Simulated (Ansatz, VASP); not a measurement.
**Ir in VASP and in Ansatz**

```xyz
2
Lattice="-2.4263 2.4263 1.3773 2.4263 -2.4263 1.3773 2.4263 2.4263 -1.3773" Properties=species:S:1:pos:R:3 pbc="T T T"
Ir    0.0000   -1.2132   -0.3443
Ir    0.0000    1.2132    0.3443
```

Alike in both runs: functional PBE; k mesh 18 × 18 × 18; occupations fermi-dirac, width 0.05 eV; no spin polarisation.

Ansatz relaxed the structure, and its values are those at the end. VASP's run is a single point on that final structure, the one shown.

```csv
,VASP,Ansatz
version,VASP 6.6.1,Ansatz 0.2.0
potentials or method,"VASP PAW PBE potentials, release 64 (Ir)","PAW with Ansatz's default frozen-core files, scalar-relativistic"
plane-wave cutoff (eV),520,420
valence electrons in the cell,18,34
```

|  | VASP | Ansatz | Ansatz less VASP |
| --- | --- | --- | --- |
| pressure (GPa) | 0.2 | 0.0 | -0.22 |

The functional is the same, so the differences come from potentials, cutoffs and numerics. VASP's potentials hold 18 valence electrons a cell and Ansatz's 34, so a difference there can come from the potentials and not from the codes.

Spin-orbit coupling is off throughout.
